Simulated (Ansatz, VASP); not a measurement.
# Ta: VASP beside Ansatz

```
Ta
1.0
    -1.66493    1.66493    1.66493
     1.66493   -1.66493    1.66493
     1.66493    1.66493   -1.66493
Ta
1
Direct
  0.00000 0.00000 0.00000
```

Alike in both runs: task single point; functional PBE; k mesh 12 × 12 × 12; occupations fermi-dirac, width 0.1 eV; no spin polarisation.

|  | VASP | Ansatz |
| --- | --- | --- |
| version | VASP 6.6.1 | Ansatz 0.2.0 |
| potentials or method | VASP PAW PBE potentials, release 64 (Ta_pv), cutoff 520 eV | plane waves, PAW |
| valence electrons in the cell | 11 | 13 |

|  | VASP | Ansatz | Ansatz less VASP |
| --- | --- | --- | --- |
| pressure (GPa) | -1.7 | -1.8 | -0.08 |

VASP's potentials hold 11 valence electrons a cell and Ansatz's 13, so a difference there can come from the potentials and not from the codes.

Spin-orbit coupling is off throughout.
